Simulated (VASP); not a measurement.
Runs of VASP 6.6.1 on Zr3Ag. The structure is that of space group P4/mmm (No. 123), or close to it. The cells are those of the table. 

```csv
cell,gap on the mesh (eV),pressure (GPa)
"a = 4.626, b = 4.626, c = 4.038 Å, 4 atoms",none,-8.2
"a = 4.504, b = 4.504, c = 3.932 Å, 4 atoms",none,(a)
"a = 4.535, b = 4.535, c = 3.959 Å, 4 atoms",none,-2.8
"a = 4.551, b = 4.551, c = 3.973 Å, 4 atoms",none,-3.9
"a = 4.566, b = 4.566, c = 3.906 Å, 4 atoms",none,(b)
"a = 4.581, b = 4.581, c = 3.999 Å, 4 atoms",none,-5.7
```

Alike in all rows: task electric field gradients; level LDA; potentials or basis VASP PAW LDA potentials, release 64 (Zr_sv, Ag); no spin polarisation; k mesh 7 × 7 × 8; cutoff (eV) 520; smearing fermi-dirac 0.05 eV.

Q: Estimate the missing entries.

A: (a) -0.6; (b) -2.9.

Caveats: the cell stands under tension (at least some runs).

A k mesh can miss the band edges, and the runs leave out spin-orbit coupling on Ag, Zr.

A gap of «none» marks levels without a gap at the run's occupations.
